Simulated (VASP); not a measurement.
Wanted: the native input for a VASP 6.6.1 run.

- Task: relaxation of cell and atoms
- Functional: RPBE
- Potentials or basis: VASP PAW PBE potentials, release 64 (Mo_sv)
- Cutoff: 600 eV
- k mesh: 12 × 12 × 12
- Occupations: fermi-dirac, width 0.05 eV
- Spin: no spin polarisation
- Dipole correction: no
- Further INCAR settings: ALGO = Fast; EDIFF = 1e-06; IBRION = 2; EDIFFG = -0.01; NSW = 60; ISIF = 3

The structure of Mo lies in POSCAR:

```
Mo
1.0
   -1.5838089719      1.5838089719      1.5838089719
    1.5838089719     -1.5838089719      1.5838089719
    1.5838089719      1.5838089719     -1.5838089719
Mo
1
Direct
    0.0000000000      0.0000000000      0.0000000000
```

One way to write it, as run:

INCAR

```
SYSTEM = Mo
ALGO     = Fast           ! electronic algorithm
EDIFF    = 1E-6           ! SCF threshold, eV
EDIFFG   = -0.01          ! ionic threshold
ENCUT    = 600            ! plane-wave cutoff, eV
GGA      = RP             ! functional
IBRION   = 2              ! ionic algorithm
ISIF     = 3              ! what is computed and relaxed
ISMEAR   = -1             ! smearing method
LASPH    = .True.         ! aspherical terms in the spheres
LCHARG   = .False.        ! write CHGCAR
LREAL    = .False.        ! projectors in reciprocal space
LWAVE    = .False.        ! write WAVECAR
NELM     = 100            ! most SCF steps
NSW      = 60             ! ionic steps
PREC     = Accurate       ! precision mode
SIGMA    = 0.05           ! smearing width, eV
```

KPOINTS

```
k-points
0
Gamma
  12 12 12
  0 0 0
```

Potentials or basis: VASP PAW PBE potentials, release 64 (Mo_sv).

Run with:

```console
$ cat potpaw_PBE.64/Mo_sv/POTCAR > POTCAR
$ mpirun -np 1 vasp_std > vasp.out
```

It gave:

```yaml
Relaxed_volume: 16.02 Å³/atom
Relaxed_cell: a = 2.751 Å, b = 2.751 Å, c = 2.751 Å, α = 109.47°, β = 109.47°, γ = 109.47°
Space_group_after_relaxing_to_0.1_Å: Im-3m (No. 229)
Energy_gained_by_relaxing: 0.7 meV/atom
Ionic_steps: 7
Pressure_after_relaxing: -0.1 GPa
Band_gap_on_the_k_mesh: zero (bands 7 and 8 overlap by 5.15 eV)
```

Caveat: the PAW data sets were made with another functional, which shifts forces and pressure a little.

Run time: 58 s on 1 thread of Intel Xeon 8259CL, with other jobs on the host, peak memory 0.16 GiB.
